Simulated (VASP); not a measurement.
Write the native input for VASP 6.6.1 that does the following.

| Item | Value |
| --- | --- |
| Task | single point |
| Functional | PBE |
| Potentials or basis | VASP PAW PBE potentials, release 64 (Mg) |
| Cutoff | 520 eV |
| k mesh | 8 × 8 × 4 |
| Occupations | fermi-dirac, width 0.05 eV |
| Spin | no spin polarisation |
| Dipole correction | no |
| Further INCAR settings | ALGO = Fast; EDIFF = 1e-07; NBANDS = 9 |

The structure of Mg lies in POSCAR:

```
Mg
1.0
    3.2093000000      0.0000000000      0.0000000000
   -1.6046500000      2.7793353284      0.0000000000
    0.0000000000      0.0000000000      5.2624030000
Mg
2
Direct
    0.6666666667      0.3333333333      0.7500000000
    0.3333333333      0.6666666667      0.2500000000
```

One way to write it, as run:

INCAR

```
PREC = Accurate
ENCUT = 520
EDIFF = 1E-7
ISMEAR = -1
SIGMA = 0.05
LREAL = F
LASPH = T
NELM = 80
ALGO = Fast
ISIF = 2
LWAVE = F
LCHARG = F
GGA = PE
NBANDS = 9
```

KPOINTS

```
Automatic mesh
0
Gamma
  8 8 4
```

Potentials or basis: VASP PAW PBE potentials, release 64 (Mg).

The run is started by

```bash
$ cat potpaw_PBE.64/Mg/POTCAR > POTCAR
$ mpirun -np 1 vasp_std > vasp.out
```

Results of the run:

```
Pressure               : -1.0 GPa
Band gap on the k mesh : zero (band 2 reaches 3.54 eV, above the bottom of band 3 at 1.19 eV)
```

Wall time 11 s on 1 thread of Intel(R) Xeon(R) Platinum 8559C (Emerald Rapids) (shared host), peak memory 0.15 GiB.
